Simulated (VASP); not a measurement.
A run of VASP 6.6.1:

File INCAR:

```
SYSTEM = ZnS
PREC = Accurate
ENCUT = 520
EDIFF = 1E-6
ISMEAR = 0
SIGMA = 0.05
LREAL = .FALSE.
LASPH = .TRUE.
NELM = 100
ALGO = Normal
ISIF = 2
LWAVE = .FALSE.
LCHARG = .FALSE.
GGA = PE
NBANDS = 26
```

KPOINTS

```
regular mesh
0
G
  12 12 6
  0 0 0
```

POSCAR

```
ZnS
1.0
    3.5061188790      0.0000000000      0.0000000000
   -1.7530594395      3.0363880179      0.0000000000
    0.0000000000      0.0000000000      6.2340000000
Zn S
2 2
Direct
    0.3333333333      0.6666666667      0.0000000000
    0.6666666667      0.3333333333      0.5000000000
    0.3333333333      0.6666666667      0.3850000000
    0.6666666667      0.3333333333      0.8850000000
```

Potentials or basis: VASP PAW PBE potentials, release 64 (Zn, S).

The run is started by

```console
$ cat potpaw_PBE.64/Zn/POTCAR potpaw_PBE.64/S/POTCAR > POTCAR
$ mpirun -np 1 vasp_std > vasp.out
```

Hardware: 1 thread of Intel(R) Xeon(R) 6975P-C (Granite Rapids), on a shared host.

Q: How long does it take, and how much memory?

A: It took 48 s on 1 thread of Intel(R) Xeon(R) 6975P-C (Granite Rapids), on a shared host, peak memory 0.25 GiB. Counts: scf iterations 13, k points 76.
